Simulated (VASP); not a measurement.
Here is a VASP 6.6.1 calculation.

Contents of INCAR:

```
SYSTEM = Be
ALGO = Normal
EDIFF = 1E-6
ENCUT = 520
GGA = PE
ISIF = 2
ISMEAR = -1
LASPH = .TRUE.
LCHARG = .FALSE.
LREAL = .FALSE.
LWAVE = .FALSE.
NBANDS = 7
NELM = 100
PREC = Accurate
SIGMA = 0.1
```

File KPOINTS:

```
k-points
0
G
  20 20 20
  0 0 0
```

File POSCAR:

```
Be
1.0
   -1.2832374429      1.2832374429      1.2832374429
    1.2832374429     -1.2832374429      1.2832374429
    1.2832374429      1.2832374429     -1.2832374429
Be
1
Direct
    0.0000000000      0.0000000000      0.0000000000
```

Potentials or basis: VASP PAW PBE potentials, release 64 (Be).

The run is started by

```sh
$ cat potpaw_PBE.64/Be/POTCAR > POTCAR
$ mpirun -np 1 vasp_std > vasp.out
```

(1) What does it give for the pressure?

(2) Estimate the band gap on the k mesh.

Results:

(1) -8.3 GPa.

(2) zero (band 1 reaches 11.06 eV, above the bottom of band 2 at 6.11 eV).
